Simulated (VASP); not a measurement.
Input of a VASP 6.6.1 run:

File INCAR:

```
ALGO = Fast
EDIFF = 1E-6
ENCUT = 520
GGA = PE
ISIF = 2
ISMEAR = -1
ISPIN = 2
LASPH = T
LCHARG = T
LELF = T
LMAXMIX = 4
LORBIT = 11
LREAL = F
LVHAR = T
LWAVE = F
MAGMOM = 0 4
NBANDS = 24
NELM = 150
PREC = Accurate
SIGMA = 0.05
```

Contents of KPOINTS:

```
k-points
0
Gamma
  7 7 7
```

File POSCAR:

```
MnHg
1.0
    3.2222400000      0.0000000000      0.0000000000
    0.0000000000      3.2222400000      0.0000000000
    0.0000000000      0.0000000000      3.3130000000
Hg Mn
1 1
Direct
    0.0000000000      0.0000000000      0.0000000000
    0.5000000000      0.5000000000      0.5000000000
```

Potentials or basis: VASP PAW PBE potentials, release 64 (Hg, Mn_pv).

Launch:

```console
$ cat potpaw_PBE.64/Hg/POTCAR potpaw_PBE.64/Mn_pv/POTCAR > POTCAR
$ mpirun -np 1 vasp_std > vasp.out
```

(1) Estimate the pressure.

(2) Predict the site moments.

(3) Predict the net moment.

Results:

(1) 6.5 GPa.

(2) Hg -0.05; Mn +3.75 μB.

(3) 3.84 μB per cell.

Caveat: the cell stands under pressure.
